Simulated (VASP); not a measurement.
Set up this calculation in VASP 6.6.1, as the native input.

```
Task                   : single point
Functional             : PBE
Dispersion             : D3(BJ)
Potentials or basis    : VASP PAW PBE potentials, release 64 (Ta_pv, N, F, H)
Cutoff                 : 520 eV
k mesh                 : 2 × 2 × 1
Occupations            : gaussian, width 0.05 eV
Spin                   : no spin polarisation
Dipole correction      : no
Further INCAR settings : ALGO = Normal; EDIFF = 1e-06; NBANDS = 65
```

The structure of Ta6HN6F lies in POSCAR:

```
Ta6HN6F
1.0
    5.2084950000      0.0000000000      0.0000000000
   -2.6042480000      4.5106890000      0.0000000000
    0.0000000000      0.0000000000     16.3721220000
Ta N F H
6 6 1 1
Direct
    0.0000000000      0.0000000000      0.0610794374
    0.3282752284      0.6650775525      0.1357386049
    0.6591721389      0.3302841318      0.1359263020
   -0.0191659043     -0.0063943668      0.2360504032
    0.3022355073      0.6552460167      0.3166510731
    0.6305542999      0.3082010309      0.3183233059
    0.3923922361      0.0000000000      0.0610794374
    0.6076078602      0.6076078400      0.0610794374
    0.0000000956      0.3923921600      0.0610794374
    0.3660763211     -0.0124140680      0.2300388429
    0.5937716714      0.6058373787      0.2353911729
   -0.0197818594      0.3875119743      0.2328991929
   -0.0885368988      0.4492675066      0.4140625754
    0.3792852607      0.9772311946      0.3875330883
```

These files were run (other wordings do the same):

INCAR

```
SYSTEM = Ta6HN6F
PREC = Accurate ; ENCUT = 520
EDIFF = 1E-6 ; ISMEAR = 0
SIGMA = 0.05 ; LREAL = .FALSE.
LASPH = .TRUE. ; NELM = 80
ALGO = Normal ; ISIF = 2
LWAVE = .FALSE. ; LCHARG = .FALSE.
GGA = PE ; IVDW = 12
NBANDS = 65
```

KPOINTS

```
Automatic mesh
0
G
  2 2 1
  0 0 0
```

Potentials or basis: VASP PAW PBE potentials, release 64 (Ta_pv, N, F, H).

Launch:

```bash
$ cat potpaw_PBE.64/Ta_pv/POTCAR potpaw_PBE.64/N/POTCAR potpaw_PBE.64/F/POTCAR potpaw_PBE.64/H/POTCAR > POTCAR
$ mpirun -np 1 vasp_std > vasp.out
```

Results of the run:

```json
{
 "Largest force": "2.458 eV/Å",
 "Band gap on the k mesh": "0.10 eV (least direct gap 0.26 eV)",
 "Dispersion energy per atom": "-0.240 eV"
}
```

Caveat: the k points lie up to 0.70 Å⁻¹ apart; there is no dipole correction, which matters where the two faces differ; spin-orbit coupling is left out, which moves the levels of the heavy elements.

Wall time 5.4 min on 1 thread of Oxide Virtual Turin-like Processor, with other jobs on the host, peak memory 0.51 GiB.
